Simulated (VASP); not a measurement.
The system is SiGe2N4.

```xyz
14
Lattice="7.8933 0.0000 0.0012 0.0000 3.0197 0.0000 -3.9456 0.0000 6.8418" Properties=species:S:1:pos:R:3 pbc="T T T"
Ge    1.4623    1.5099    5.6783
Ge    0.2027    1.5099    2.7496
Ge   -1.6958    1.5099    5.2337
Ge    2.5673    0.0000    1.1952
Si    5.5855    0.0000    1.6206
Si    3.7137    0.0000    4.0398
N     0.0011    1.5099    4.5631
N     4.0021    0.0000    2.3301
N     2.9163    1.5099    4.5054
N     1.5092    0.0000    6.7234
N    -2.6200    0.0000    4.7901
N     6.3771    1.5099    2.0646
N     1.0534    0.0000    2.2150
N     2.5594    1.5099    0.1923
```

Base run:

* Program: VASP 6.6.1
* Functional: r2SCAN
* Potentials or basis: VASP PAW PBE potentials, release 64 (Ge_d, Si, N)
* Cutoff: 520 eV
* k mesh: 4 × 8 × 4
* Occupations: gaussian, width 0.01 eV
* Spin: no spin polarisation

Its results: band gap on the k mesh 3.42 eV; pressure 0.4 GPa; largest force 0.069 eV/Å.

Question: The run is repeated on the same cell with these changes: functional from r2SCAN to PBE0; k mesh from 4 × 8 × 4 to 2 × 6 × 2. What comes out?

Answer: Band gap on the k mesh 5.25 eV; pressure -1.5 GPa; largest force 0.089 eV/Å.

Several settings changed at once.

Caveats: some runs use coarse meshes; the PAW data sets were made with another functional, which shifts forces and pressure a little.

A k mesh can miss the band edges.
